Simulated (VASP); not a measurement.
Set up this calculation in VASP 6.6.1, as the native input.

```
Task                   : electric field gradients
Functional             : LDA
Potentials or basis    : VASP PAW LDA potentials, release 64 (Ta_pv, Ru_pv)
Cutoff                 : 520 eV
k mesh                 : 13 × 13 × 13
Occupations            : fermi-dirac, width 0.03 eV
Spin                   : no spin polarisation
Dipole correction      : no
Further INCAR settings : ALGO = Normal; EDIFF = 1e-08; NBANDS = 20
```

The structure of TaRu lies in POSCAR:

```
TaRu
1.0
    3.1870000000      0.0000000000      0.0000000000
    0.0000000000      3.1870000000      0.0000000000
    0.0000000000      0.0000000000      3.1551300000
Ta Ru
1 1
Direct
    0.5000000000      0.5000000000      0.5000000000
    0.0000000000      0.0000000000      0.0000000000
```

This cell differs from its parent crystal: zz strain of -1 %.

One way to write it, as run:

INCAR

```
SYSTEM = TaRu
  ALGO = Normal
  EDIFF = 1E-8
  ENCUT = 520
  GGA = CA
  ISIF = 2
  ISMEAR = -1
  LASPH = .TRUE.
  LCHARG = .FALSE.
  LEFG = .TRUE.
  LREAL = .FALSE.
  LWAVE = .FALSE.
  NBANDS = 20
  NELM = 80
  PREC = Accurate
  SIGMA = 0.03
```

KPOINTS

```
k-points
0
G
  13 13 13
  0 0 0
```

Potentials or basis: VASP PAW LDA potentials, release 64 (Ta_pv, Ru_pv).

Launch:

```sh
$ cat potpaw_LDA.64/Ta_pv/POTCAR potpaw_LDA.64/Ru_pv/POTCAR > POTCAR
$ mpirun -np 1 vasp_std > vasp.out
```

It gave:

| Quantity | Value |
| --- | --- |
| Pressure | -13.3 GPa |

Caveat: the cell differs from its parent crystal (zz strain of -1 %); without QUAD_EFG the Cq values of the log hold for a quadrupole moment of 1 mb, not for the nuclei.

It took 120 s on 1 thread of Intel Xeon 8259CL (shared host), peak memory 0.23 GiB.
